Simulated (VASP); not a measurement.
# MnO (R-3m) in VASP: notebook

MnO is run at these levels: PBE+U; tasks: single point.

All numbers are computed with VASP 6.6.1; they aren't measurements. Logs are shortened: lines on timing, memory, paths and dates and some standing lists are left out, and cuts for length are marked.

### 1 The cell of the first run

The structure is trigonal, space group R-3m (No. 166). The conventional cell has a = 3.228 Å, b = 3.228 Å, c = 7.773 Å, α = 90.00°, β = 90.00°, γ = 120.00°. Mn (site symmetry -3m) has 6 O at 2.27 Å within 3.0 Å. Within 3.0 Å of O (site symmetry -3m) lie 6 Mn at 2.27 Å.

### 2 Single point, PBE+U, collinear spin, antiferromagnetic start (11.69 Å³/atom)

INCAR reads:

```
PREC = Accurate
ENCUT = 520
EDIFF = 1E-7
ISMEAR = 0
SIGMA = 0.05
LREAL = F
LASPH = T
NELM = 150
ALGO = Normal
ISIF = 2
LWAVE = F
LCHARG = F
ISPIN = 2
MAGMOM = 4.72 -4.72 0 0
LORBIT = 11
LMAXMIX = 4
LDAU = T
LDAUTYPE = 2
LDAUL = 2 -1
LDAUU = 3.9 0
LDAUJ = 0 0
LDAUPRINT = 1
GGA = PE
NBANDS = 31
```

KPOINTS reads:

```
Automatic mesh
0
Gamma
  12 12 12
```

POSCAR reads:

```
MnO
1.0
    0.0000000000      2.2826571442      2.2826571442
    2.2826571442      0.0000000000      2.2826571442
    4.5136953421      2.2310381978     -2.2310381978
Mn O
2 2
Direct
    0.0000000000      0.0000000000      0.0000000000
    0.5000000000      0.0000000000      0.5000000000
    0.7500000000      0.5000000000      0.2500000000
    1.2500000000      0.5000000000      0.7500000000
```

Potentials or basis: VASP PAW PBE potentials, release 64 (Mn_pv, O).

Run with:

```sh
$ cat potpaw_PBE.64/Mn_pv/POTCAR potpaw_PBE.64/O/POTCAR > POTCAR
$ mpirun -np 1 vasp_std > vasp.out
```

OUTCAR:

```text
PREC = Accurate
   ENCUT = 520
   EDIFF = 1E-7
   ISMEAR = 0
   LREAL = F
   LASPH = T
   NELM = 150
   ISIF = 2
   ISPIN = 2
   LORBIT = 11
   GGA = PE

 ion  position               nearest neighbor table
   1  0.000  0.000  0.000-   3 2.27   4 2.27   3 2.27   4 2.27   4 2.27   3 2.27
   2  0.500  0.000  0.500-   4 2.27   3 2.27   4 2.27   3 2.27   4 2.27   3 2.27
   3  0.750  0.500  0.250-   2 2.27   1 2.27   2 2.27   1 2.27   2 2.27   1 2.27
   4  0.250  0.500  0.750-   1 2.27   2 2.27   1 2.27   2 2.27   2 2.27   1 2.27

  LATTYP: Found a trigonal (rhomboedric) cell.
 ALAT       =     5.5071325135
 COS(alpha) =     0.8281971685

  Lattice vectors:

 A1 = (   4.5136953421,   2.2310381978,  -2.2310381978)
 A2 = (   2.2310381979,   2.2310381978,  -4.5136953420)
 A3 = (   2.2310381979,   4.5136953420,  -2.2310381978)

Analysis of symmetry for initial positions (statically):
=====================================================================
 Subroutine PRICEL returns following result:

  LATTYP: Found a trigonal (rhomboedric) cell.
 ALAT       =     3.1917689373
 COS(alpha) =     0.4885319817
[... 12 lines left out ...]
 Subroutine GETGRP returns: Found 12 space group operations
 (whereof 12 operations were pure point group operations)
 out of a pool of 12 trial point group operations.

The static configuration has the point symmetry D_3d.

Analysis of symmetry for dynamics (positions and initial velocities):
=====================================================================
 Subroutine PRICEL returns following result:

  LATTYP: Found a trigonal (rhomboedric) cell.
 ALAT       =     3.1917689373
 COS(alpha) =     0.4885319817
[... 12 lines left out ...]
 Subroutine GETGRP returns: Found 12 space group operations
 (whereof 12 operations were pure point group operations)
 out of a pool of 12 trial point group operations.

The dynamic configuration has the point symmetry D_3d.

Analysis of structural, dynamic, and magnetic symmetry:
=====================================================================
 Subroutine PRICEL returns following result:

  LATTYP: Found a trigonal (rhomboedric) cell.
 ALAT       =     3.1917689373
 COS(alpha) =     0.4885319817
[... 12 lines left out ...]
 Subroutine GETGRP returns: Found 12 space group operations
 (whereof 12 operations were pure point group operations)
 out of a pool of 12 trial point group operations.

The overall configuration has the point symmetry D_3d.

 Subroutine INISYM returns: Found 12 space group operations
 (whereof 12 operations are pure point group operations),
 and found     2 'primitive' translations

----------------------------------------------------------------------------------------

                                     Primitive cell

  volume of cell :      23.3842

  direct lattice vectors                    reciprocal lattice vectors
    -2.256847671  0.025809473  2.256847671    -0.220302668  0.217783271  0.220302668
    -2.256847671 -2.256847671 -0.025809473    -0.220302668 -0.220302668 -0.217783271
     0.025809473 -2.256847671  2.256847671     0.217783271 -0.220302668  0.220302668

  length of vectors
     3.191768937  3.191768937  3.191768937     0.380126406  0.380126406  0.380126406
[... 140 lines left out ...]
  0.0002  0.0183  0.0008 -0.0002 -0.0013
  0.0015  0.0008  0.0723  0.0008 -0.0000
  0.0002 -0.0002  0.0008  0.0183  0.0013
 -0.0000 -0.0013 -0.0000  0.0013  0.0723

 occupancies and eigenvectors

  o =  0.0179  v =  0.0000  0.0000  0.0000  0.0000  0.0000  0.5774 -0.5774  0.0000 -0.5774 -0.0000      0.0000  0.0000  0.0000  0.0000  0.0000  0.0000  0.0000  0.0000  0.0000  0.0000
  o =  0.0184  v =  0.0000  0.0000  0.0000  0.0000  0.0000 -0.4086 -0.8160  0.0171  0.4074 -0.0296      0.0000  0.0000  0.0000  0.0000  0.0000  0.0000  0.0000  0.0000  0.0000  0.0000
  o =  0.0184  v =  0.0000  0.0000  0.0000  0.0000  0.0000 -0.7063  0.0007  0.0296 -0.7070  0.0171      0.0000  0.0000  0.0000  0.0000  0.0000  0.0000  0.0000  0.0000  0.0000  0.0000
  o =  0.0724  v =  0.0000  0.0000  0.0000  0.0000  0.0000  0.0242  0.0000  0.8657  0.0242  0.4993      0.0000  0.0000  0.0000  0.0000  0.0000  0.0000  0.0000  0.0000  0.0000  0.0000
  o =  0.0724  v =  0.0000  0.0000  0.0000  0.0000  0.0000 -0.0140 -0.0279 -0.4993  0.0140  0.8657      0.0000  0.0000  0.0000  0.0000  0.0000  0.0000  0.0000  0.0000  0.0000  0.0000
  o =  0.9367  v = -0.5774  0.5774 -0.0000  0.5774  0.0000  0.0000  0.0000  0.0000  0.0000  0.0000      0.0000  0.0000  0.0000  0.0000  0.0000  0.0000  0.0000  0.0000  0.0000  0.0000
  o =  0.9370  v = -0.4082 -0.8165 -0.0024  0.4082  0.0041  0.0000  0.0000  0.0000  0.0000  0.0000      0.0000  0.0000  0.0000  0.0000  0.0000  0.0000  0.0000  0.0000  0.0000  0.0000
  o =  0.9370  v =  0.7071  0.0000  0.0041  0.7071  0.0024  0.0000  0.0000  0.0000  0.0000  0.0000      0.0000  0.0000  0.0000  0.0000  0.0000  0.0000  0.0000  0.0000  0.0000  0.0000
  o =  0.9714  v = -0.0034 -0.0000  0.8660 -0.0034  0.5000  0.0000  0.0000  0.0000  0.0000  0.0000      0.0000  0.0000  0.0000  0.0000  0.0000  0.0000  0.0000  0.0000  0.0000  0.0000
  o =  0.9714  v =  0.0019  0.0039 -0.5000 -0.0019  0.8660  0.0000  0.0000  0.0000  0.0000  0.0000      0.0000  0.0000  0.0000  0.0000  0.0000  0.0000  0.0000  0.0000  0.0000  0.0000

atom =   2  type =  1  l = 2

 onsite density matrix

spin component  1

  0.0183  0.0002  0.0015  0.0002 -0.0000
  0.0002  0.0183  0.0008 -0.0002 -0.0013
  0.0015  0.0008  0.0723  0.0008 -0.0000
  0.0002 -0.0002  0.0008  0.0183  0.0013
 -0.0000 -0.0013 -0.0000  0.0013  0.0723

spin component  2

  0.9369  0.0001 -0.0001  0.0001 -0.0000
  0.0001  0.9369 -0.0001 -0.0001  0.0001
 -0.0001 -0.0001  0.9714 -0.0001 -0.0000
  0.0001 -0.0001 -0.0001  0.9369 -0.0001
 -0.0000  0.0001 -0.0000 -0.0001  0.9714

 occupancies and eigenvectors

  o =  0.0179  v =  0.5774 -0.5774  0.0000 -0.5774 -0.0000  0.0000  0.0000  0.0000  0.0000  0.0000      0.0000  0.0000  0.0000  0.0000  0.0000  0.0000  0.0000  0.0000  0.0000  0.0000
  o =  0.0184  v = -0.4082 -0.8160  0.0171  0.4078 -0.0296  0.0000  0.0000  0.0000  0.0000  0.0000      0.0000  0.0000  0.0000  0.0000  0.0000  0.0000  0.0000  0.0000  0.0000  0.0000
  o =  0.0184  v = -0.7066  0.0002  0.0296 -0.7068  0.0171  0.0000  0.0000  0.0000  0.0000  0.0000      0.0000  0.0000  0.0000  0.0000  0.0000  0.0000  0.0000  0.0000  0.0000  0.0000
  o =  0.0724  v =  0.0242  0.0000  0.8656  0.0242  0.4996  0.0000  0.0000  0.0000  0.0000  0.0000      0.0000  0.0000  0.0000  0.0000  0.0000  0.0000  0.0000  0.0000  0.0000  0.0000
  o =  0.0724  v = -0.0140 -0.0279 -0.4996  0.0140  0.8656  0.0000  0.0000  0.0000  0.0000  0.0000      0.0000  0.0000  0.0000  0.0000  0.0000  0.0000  0.0000  0.0000  0.0000  0.0000
  o =  0.9367  v =  0.0000  0.0000  0.0000  0.0000  0.0000 -0.5774  0.5774 -0.0000  0.5774  0.0000      0.0000  0.0000  0.0000  0.0000  0.0000  0.0000  0.0000  0.0000  0.0000  0.0000
  o =  0.9370  v =  0.0000  0.0000  0.0000  0.0000  0.0000 -0.4082 -0.8165 -0.0024  0.4083  0.0041      0.0000  0.0000  0.0000  0.0000  0.0000  0.0000  0.0000  0.0000  0.0000  0.0000
  o =  0.9370  v =  0.0000  0.0000  0.0000  0.0000  0.0000  0.7071  0.0000  0.0041  0.7071  0.0024      0.0000  0.0000  0.0000  0.0000  0.0000  0.0000  0.0000  0.0000  0.0000  0.0000
  o =  0.9714  v =  0.0000  0.0000  0.0000  0.0000  0.0000 -0.0034 -0.0000  0.8660 -0.0034  0.5000      0.0000  0.0000  0.0000  0.0000  0.0000  0.0000  0.0000  0.0000  0.0000  0.0000
  o =  0.9714  v =  0.0000  0.0000  0.0000  0.0000  0.0000  0.0019  0.0039 -0.5000 -0.0019  0.8660      0.0000  0.0000  0.0000  0.0000  0.0000  0.0000  0.0000  0.0000  0.0000  0.0000

 number of electron      37.9999972 magnetization       0.0000000

 Free energy of the ion-electron system (eV)
  ---------------------------------------------------
  ext. energy  EPLUGINS =         0.00000000
  ---------------------------------------------------
  free energy    TOTEN  =       -31.08608406 eV

  energy without entropy =      -31.08608406  energy(sigma->0) =      -31.08608406

 E-fermi :   5.4142     XC(G=0): -11.4689

 val. band max:        5.1943394098   @ k =   0.0000   0.0000   0.5000
 cond. band min:       6.7485508454   @ k =   0.0000   0.0000   0.0000
 fundamental gap:      1.5542114356
 Fermi energy:         5.4142095270

 spin component 1

 k-point     1 :       0.0000    0.0000    0.0000
  band No.  band energies     occupation
      1     -43.6988      1.00000
      2     -43.6613      1.00000
      3     -43.6613      1.00000
      4     -38.7632      1.00000
      5     -38.7264      1.00000
      6     -38.7264      1.00000
[... 1625 lines left out ...]
     30      16.7804      0.00000
     31      19.1308      0.00000

 [... further k-points ...]

------------------------ aborting loop because EDIFF is reached ----------------------------------------

  FORCE on cell =-STRESS in cart. coord.  units (eV):
  Direction    XX          YY          ZZ          XY          YZ          ZX
  --------------------------------------------------------------------------------------
  -------------------------------------------------------------------------------------
  Total       -1.1840458     -1.1840458     -1.1840458     -0.0096812      0.0096812      0.0096812
  in kB      -40.5626123    -40.5626123    -40.5626123     -0.3316542      0.3316542      0.3316542
  external PRESSURE =     -40.5626123 kB  Pullay stress =       0.0000000 kB

 VOLUME and BASIS-vectors are now :
 -----------------------------------------------------------------------------
  energy-cutoff  :      520.00
  volume of cell :       46.77
      direct lattice vectors                 reciprocal lattice vectors
     0.000000000  2.282657144  2.282657144    -0.108891636  0.329194304  0.108891636
     2.282657144  0.000000000  2.282657144     0.217783271 -0.220302668  0.220302668
     4.513695342  2.231038198 -2.231038198     0.111411033  0.111411033 -0.111411033

 POSITION                                       TOTAL-FORCE (eV/Angst)
 -----------------------------------------------------------------------------------
      0.00000      0.00000      0.00000         0.000000     -0.000000      0.000000
      2.25685      2.25685      0.02581         0.000000      0.000000     -0.000000
      2.26975      2.26975      2.29556        -0.000000     -0.000000      0.000000
      4.52660      2.24394      0.03871         0.000000     -0.000000      0.000000
 -----------------------------------------------------------------------------------
    total drift:                               -0.000000      0.000000      0.000000

  FREE ENERGIE OF THE ION-ELECTRON SYSTEM (eV)
  ---------------------------------------------------
  free  energy   TOTEN  =       -31.0860840607 eV

  energy  without entropy=      -31.0860840607  energy(sigma->0) =      -31.08608406

 total charge

# of ion       s       p       d       tot
------------------------------------------
    1        0.195   6.161   4.935  11.291
    2        0.195   6.161   4.935  11.291
    3        1.555   3.421   0.000   4.976
    4        1.555   3.421   0.000   4.976
--------------------------------------------------
tot          3.500  19.165   9.869  32.534

 magnetization (x)

# of ion       s       p       d       tot
------------------------------------------
    1        0.022   0.020   4.544   4.586
    2       -0.022  -0.020  -4.544  -4.586
    3        0.000   0.000   0.000   0.000
    4        0.000   0.000   0.000   0.000
--------------------------------------------------
tot         -0.000   0.000   0.000  -0.000
```

It took 14 min on 1 thread of AMD EPYC 7R43 (Zen 3), shared host; peak memory 0.42 GiB.

Results:

- Free energy: -31.0861 eV
- Pressure: -4.1 GPa
- Band gap on the k mesh: 1.55 eV
- Net moment: 0.00 μB per cell
- Site moments: Mn +4.59, -4.59; O +0.00 μB
- Valence electrons inside the program's atomic spheres: Mn 11.29; O 4.98

Levels at points of the mesh, in eV from the valence-band top:
Spin up:
```
           k point  band 15  band 16  band 17  band 18  band 19  band 20  band 21  band 22  band 23  band 24
(0.00, 0.00, 0.00)    -1.49    -1.49    -1.40    -0.54    -0.54     1.55     4.75     4.82     4.82     5.43
(0.50, 0.00, 0.00)    -2.55    -2.38    -1.83    -0.58    -0.26     3.74     5.32     5.65     5.67     5.88
(0.00, 0.50, 0.00)    -2.38    -2.38    -2.01    -0.35    -0.29     3.93     5.52     5.53     5.66     5.85
(0.00, 0.00, 0.50)    -2.10    -2.10    -2.07     0.00     0.00     3.84     3.92     4.77     4.77     4.89
```
Spin down:
```
           k point  band 16  band 17  band 18  band 19  band 20  band 21  band 22  band 23
(0.00, 0.00, 0.00)    -1.49    -1.40    -0.54    -0.54     1.55     4.75     4.82     4.82
(0.50, 0.00, 0.00)    -2.38    -1.83    -0.58    -0.26     3.74     5.32     5.65     5.67
(0.00, 0.50, 0.00)    -2.38    -2.01    -0.35    -0.29     3.93     5.52     5.53     5.66
(0.00, 0.00, 0.50)    -2.10    -2.07     0.00     0.00     3.84     3.92     4.77     4.77
```

Eigenvalues of the final occupation matrices:
```
    site  spin  trace               eigenvalues
site 1 d     1   4.75  0.94 0.94 0.94 0.97 0.97
site 1 d     2   0.20  0.02 0.02 0.02 0.07 0.07
site 2 d     1   0.20  0.02 0.02 0.02 0.07 0.07
site 2 d     2   4.75  0.94 0.94 0.94 0.97 0.97
```

Caveat: the cell stands under tension. A k mesh can miss the band edges.

(Part 1 of 2 ends here.)
